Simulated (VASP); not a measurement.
# Sr (Immm) in VASP: a series of runs

The runs below take Sr through single point, with PBEsol.

Everything below comes from runs of VASP 6.6.1. Logs are shortened: lines on timing, memory, paths and dates and some standing lists are left out, and cuts for length are marked.

### 1 The cell of the first run

It takes space group Immm (No. 71, orthorhombic). Conventional cell: a = 4.276 Å, b = 4.329 Å, c = 6.085 Å, α = 90.00°, β = 90.00°, γ = 90.00°. Sr (site symmetry mmm) has 12 Sr at 4.28 to 4.33 Å within 5.6 Å.

### 2 Single point, PBEsol (strain +0.0125 x Voigt [0, 0, 0, 0, 0, 1])

INCAR

```
SYSTEM = Sr
  PREC = Accurate
  ENCUT = 520
  EDIFF = 1E-7
  ISMEAR = 0
  SIGMA = 0.03
  LREAL = .False.
  LASPH = .True.
  NELM = 80
  ALGO = Normal
  ISIF = 2
  LWAVE = .False.
  LCHARG = .True.
  GGA = PS
  LELF = .True.
  LVHAR = .True.
  NBANDS = 11
```

KPOINTS

```
regular mesh
0
Gamma
  10 10 10
  0 0 0
```

POSCAR

```
Sr
1.0
    0.0190146875      3.0423500000      3.0423500000
    3.0423500000      0.0190146875      3.0423500000
    3.0613646875      3.0613646875      0.0000000000
Sr
1
Direct
    0.0000000000      0.0000000000      0.0000000000
```

Potentials or basis: VASP PAW PBE potentials, release 64 (Sr_sv).

On the command line:

```sh
$ cat potpaw_PBE.64/Sr_sv/POTCAR > POTCAR
$ mpirun -np 1 vasp_std > vasp.out
```

OUTCAR:

```text
SYSTEM = Sr
   PREC = Accurate
   ENCUT = 520
   EDIFF = 1E-7
   ISMEAR = 0
   LREAL = .False.
   LASPH = .True.
   NELM = 80
   ISIF = 2
   GGA = PS

 ion  position               nearest neighbor table
   1  0.000  0.000  0.000-

  LATTYP: Found a body centered orthorhombic cell.
 ALAT       =     4.2756418025
 B/A-ratio  =     1.0125786164
 C/A-ratio  =     1.4231079873

  Lattice vectors:

 A1 = (   3.0423500000,   0.0190146875,  -3.0423500000)
 A2 = (  -3.0423500000,  -0.0190146875,  -3.0423500000)
 A3 = (   0.0190146875,   3.0423500000,   3.0423500000)

Analysis of symmetry for initial positions (statically):
=====================================================================
 Subroutine PRICEL returns:
 Original cell was already a primitive cell.

 Routine SETGRP: Setting up the symmetry group for a
 body centered orthorhombic supercell.

 Subroutine GETGRP returns: Found  8 space group operations
 (whereof  8 operations were pure point group operations)
 out of a pool of  8 trial point group operations.

The static configuration has the point symmetry D_2h.

Analysis of symmetry for dynamics (positions and initial velocities):
=====================================================================
 Subroutine PRICEL returns:
 Original cell was already a primitive cell.

 Routine SETGRP: Setting up the symmetry group for a
 body centered orthorhombic supercell.

 Subroutine GETGRP returns: Found  8 space group operations
 (whereof  8 operations were pure point group operations)
 out of a pool of  8 trial point group operations.

The dynamic configuration has the point symmetry D_2h.

 Subroutine INISYM returns: Found  8 space group operations
 (whereof  8 operations are pure point group operations),
 and found     1 'primitive' translations

----------------------------------------------------------------------------------------

                                     Primitive cell

  volume of cell :      56.3171

  direct lattice vectors                    reciprocal lattice vectors
     0.019014687  3.042350000  3.042350000    -0.165380267  0.165380267  0.164346640
     3.042350000  0.019014687  3.042350000     0.165380267 -0.165380267  0.164346640
     3.061364687  3.061364687  0.000000000     0.163325853  0.163325853 -0.164346640

  length of vectors
     4.302574648  4.302574648  4.329423460     0.285851506  0.285851506  0.283479253

  position of ions in fractional coordinates (direct lattice)
     0.000000000  0.000000000  0.000000000

  ion indices of the primitive-cell ions
   primitive index   ion index
                 1           1

----------------------------------------------------------------------------------------

 KPOINTS: regular mesh

Automatic generation of k-mesh.
 Grid dimensions read from file:
 generate k-points for:   10   10   10

 Generating k-lattice:

  Cartesian coordinates                     Fractional coordinates (reciprocal lattice)
    -0.016538027  0.016538027  0.016434664     0.100000000  0.000000000  0.000000000
     0.016538027 -0.016538027  0.016434664     0.000000000  0.100000000  0.000000000
     0.016332585  0.016332585 -0.016434664    -0.000000000 -0.000000000  0.100000000

  Length of vectors
     0.028585151  0.028585151  0.028347925

  Shift w.r.t. Gamma in fractional coordinates (k-lattice)
     0.000000000  0.000000000  0.000000000

 Subroutine IBZKPT returns following result:
 ===========================================

 Found    171 irreducible k-points:

 Following reciprocal coordinates:
            Coordinates               Weight
  0.000000  0.000000  0.000000      1.000000
  0.100000  0.000000  0.000000      4.000000
  0.200000  0.000000  0.000000      4.000000
  0.300000  0.000000  0.000000      4.000000
  0.400000  0.000000  0.000000      4.000000
  0.500000 -0.000000  0.000000      2.000000
[... 16 lines left out ...]
  0.300000  0.300000  0.000000      2.000000
  0.400000  0.300000  0.000000      4.000000
 [... further k-points ...]
   k-points           NKPTS =    171   k-points in BZ     NKDIM =    171   number of bands    NBANDS=     11
   number of dos      NEDOS =    301   number of ions     NIONS =      1
   total plane-waves  NPLWV =  32768
   dimension x,y,z NGX =    32 NGY =   32 NGZ =   32
   dimension x,y,z NGXF=    64 NGYF=   64 NGZF=   64
   ions per type =               1
   NGX,Y,Z   is equivalent  to a cutoff of  12.36, 12.36, 12.29 a.u.
   NGXF,Y,Z  is equivalent  to a cutoff of  24.73, 24.73, 24.58 a.u.
 SYSTEM =  Sr
   PREC   = accura    normal or accurate (medium, high low for compatibility)
   ISTART =      0    job   : 0-new  1-cont  2-samecut
   ICHARG =      2    charge: 1-file 2-atom 10-const
   ISPIN  =      1    spin polarized calculation?
   LNONCOLLINEAR =      F non collinear calculations
   LSORBIT =      F    spin-orbit coupling
   LASPH  =      T    aspherical Exc in radial PAW
   ENCUT  =  520.0 eV  38.22 Ry    6.18 a.u.   8.00  8.00  8.05*2*pi/ulx,y,z
   NELM   =     80;   NELMIN=  2; NELMDL= -5     # of ELM steps
   EDIFF  = 0.1E-06   stopping-criterion for ELM
   LREAL  =      F    real-space projection
   EDIFFG = 0.1E-05   stopping-criterion for IOM
   NSW    =      0    number of steps for IOM
   IBRION =     -1    ionic relax: 0-MD 1-quasi-New 2-CG
   NFREE  =      0    steps in history (QN), initial steepest desc. (CG)
   ISIF   =      2    stress and relaxation
   ISYM   =      2    0-nonsym 1-usesym 2-fastsym
   POTIM  = 0.5000    time-step for ionic-motion
   TEBEG  =    0.0;   TEEND  =   0.0 temperature during run
   PSTRESS=    0.0 pullay stress
   NELECT =      10.0000    total number of electrons
   NUPDOWN=      -1.0000    fix difference up-down
   EMIN   =  10.00;   EMAX   =-10.00  energy-range for DOS
   EFERMI =   0.00;   METHOD = LEGACY
   ISMEAR =     0;   SIGMA  =   0.03  broadening in eV -4-tet -1-fermi 0-gaus
   EFERMI_NEDOS =   21; number of points for ismear=-14 and -15
   IALGO  =     38    algorithm
   IMIX   =      4    mixing-type and parameters
     AMIX     =   0.40;   BMIX     =  1.00
     AMIX_MAG =   1.60;   BMIX_MAG =  1.00
  volume/ion in A,a.u.               =      56.32       380.05
  Fermi-wavevector in a.u.,A,eV,Ry     =   0.920156  1.738842 11.519869  0.846686
  Thomas-Fermi vector in A             =   2.045430
   LORBIT       =      0    0 simple, 1 ext, 2 COOP (PROOUT), +10 PAW based schemes
   GGA     = PS    functional components
   LHFCALC =     F    Hartree Fock is set to
   AEXX    =    0.0000 exact exchange contribution
   IVDW    =     0    specifies the selected vdW correction
   LEPSILON=     F    determine dielectric tensor
   LRPA    =     F    only Hartree local field effects (RPA)
 non-spin polarized calculation
 Gauss-broadening in eV      SIGMA  =   0.03
  energy-cutoff  :      520.00
  volume of cell :       56.32
 maximum number of plane-waves:      1532
   NGX = 15   NGY = 15   NGZ = 17

 number of electron      10.0000000 magnetization

 Free energy of the ion-electron system (eV)
  ---------------------------------------------------
  ext. energy  EPLUGINS =         0.00000000
  ---------------------------------------------------
  free energy    TOTEN  =        -1.82513124 eV

  energy without entropy =       -1.82398946  energy(sigma->0) =       -1.82456035

 E-fermi :   1.4359     XC(G=0):  -7.3579

 val. band max:        1.4295797703   @ k =  -0.4000   0.0000   0.3000
 cond. band min:       1.4418165648   @ k =   0.0000   0.0000   0.5000
 fundamental gap:      0.0122367945
 Fermi energy:         1.4359147175

 k-point     1 :       0.0000    0.0000    0.0000
  band No.  band energies     occupation
      1     -35.1664      2.00000
      2     -17.0727      2.00000
      3     -17.0714      2.00000
      4     -17.0706      2.00000
      5      -2.2050      2.00000
      6       3.6757      0.00000
      7       3.7224      0.00000
      8       3.7735      0.00000
      9       5.1616      0.00000
     10       5.1623      0.00000
     11       8.4586      0.00000

 k-point     2 :       0.1000    0.0000    0.0000
  band No.  band energies     occupation
      1     -35.1652      2.00000
      2     -17.0905      2.00000
      3     -17.0744      2.00000
      4     -17.0730      2.00000
      5      -2.0461      2.00000
      6       3.5123      0.00000
      7       3.7490      0.00000
      8       3.8183      0.00000
      9       5.0612      0.00000
     10       5.0648      0.00000
     11       8.8518      0.00000

 k-point     3 :       0.2000    0.0000    0.0000
  band No.  band energies     occupation
      1     -35.1619      2.00000
      2     -17.1375      2.00000
      3     -17.0812      2.00000
      4     -17.0793      2.00000
      5      -1.5910      2.00000
      6       2.9779      0.00000
      7       3.8529      0.00000
      8       3.9307      0.00000
      9       4.9826      0.00000
     10       4.9925      0.00000
     11       8.5594      0.00000

 k-point     4 :       0.3000    0.0000    0.0000
  band No.  band energies     occupation
      1     -35.1579      2.00000
      2     -17.1947      2.00000
      3     -17.0895      2.00000
      4     -17.0871      2.00000
      5      -0.9084      2.00000
      6       2.3888      0.00000
      7       3.7591      0.00000
      8       3.8369      0.00000
      9       5.2967      0.00000
     10       5.3228      0.00000
     11       7.7199      0.00000
[... 239 lines left out ...]
 k-point    22 :      -0.2000    0.2000    0.0000
  band No.  band energies     occupation
      1     -35.1565      2.00000
      2     -17.1894      2.00000
      3     -17.1217      2.00000
      4     -17.0862      2.00000
      5      -0.6564      2.00000
      6       2.4667      0.00000
      7       3.2225      0.00000
      8       4.2027      0.00000
      9       4.5183      0.00000
     10       6.0165      0.00000
     11       8.1244      0.00000

 k-point    23 :       0.3000    0.3000    0.0000
  band No.  band energies     occupation
      1     -35.1555      2.00000
      2     -17.1862      2.00000
      3     -17.1156      2.00000
      4     -17.1151      2.00000
      5      -0.5178      2.00000
      6       2.2674      0.00000
      7       3.1076      0.00000
      8       4.6430      0.00000
      9       4.7352      0.00000
     10       5.7839      0.00000
     11       9.1244      0.00000

 k-point    24 :       0.4000    0.3000    0.0000
  band No.  band energies     occupation
      1     -35.1530      2.00000
      2     -17.2103      2.00000
      3     -17.1292      2.00000
      4     -17.1228      2.00000
      5       0.0432      2.00000
      6       2.0538      0.00000
      7       2.7402      0.00000
      8       4.7859      0.00000
      9       5.2069      0.00000
     10       6.0879      0.00000
     11       7.6671      0.00000

 [... further k-points ...]
[... 5 lines left out ...]
  --------------------------------------------------------------------------------------
  -------------------------------------------------------------------------------------
  Total       -0.3185508     -0.3185508     -0.3099352     -0.0155132     -0.0000000     -0.0000000
  in kB       -9.0625143     -9.0625143     -8.8174084     -0.4413386     -0.0000000     -0.0000000
  external PRESSURE =      -8.9808123 kB  Pullay stress =       0.0000000 kB

 VOLUME and BASIS-vectors are now :
 -----------------------------------------------------------------------------
  energy-cutoff  :      520.00
  volume of cell :       56.32
      direct lattice vectors                 reciprocal lattice vectors
     0.019014687  3.042350000  3.042350000    -0.165380267  0.165380267  0.164346640
     3.042350000  0.019014687  3.042350000     0.165380267 -0.165380267  0.164346640
     3.061364687  3.061364687  0.000000000     0.163325853  0.163325853 -0.164346640

 POSITION                                       TOTAL-FORCE (eV/Angst)
 -----------------------------------------------------------------------------------
      0.00000      0.00000      0.00000         0.000000      0.000000      0.000000
 -----------------------------------------------------------------------------------
    total drift:                                0.000000      0.000000      0.000000

  FREE ENERGIE OF THE ION-ELECTRON SYSTEM (eV)
  ---------------------------------------------------
  free  energy   TOTEN  =        -1.8251312396 eV

  energy  without entropy=       -1.8239894626  energy(sigma->0) =       -1.82456035
```

Run time: 26 s. Hardware: 1 thread of Intel Xeon 6975P-C (Granite Rapids), shared host; peak memory 0.24 GiB.

Results:

```yaml
Free_energy: -1.8251 eV
Pressure: -0.9 GPa
Band_gap_on_the_k_mesh: zero (band 5 reaches 1.48 eV, above the bottom of band 6 at 1.41 eV)
```

Levels at points of the mesh, in eV from the Fermi level:
```tsv
k point	band 3	band 4	band 5	band 6	band 7	band 8
(0.00, 0.00, 0.00)	-18.51	-18.51	-3.64	2.24	2.29	2.34
(0.50, 0.00, 0.00)	-18.53	-18.53	-1.12	0.05	2.09	2.17
(0.50, 0.50, 0.00)	-18.57	-18.57	-0.64	0.34	0.99	4.75
(0.00, 0.00, 0.50)	-18.53	-18.53	-1.16	0.01	2.11	2.19
(0.50, 0.00, 0.50)	-18.57	-18.57	-0.64	0.34	0.99	4.75
```

Caveat: the cell differs from its parent crystal (strain +0.0125 x Voigt [0, 0, 0, 0, 0, 1]); the PAW data sets were made with another functional, which shifts forces and pressure a little.

[end of part 1 of 2]
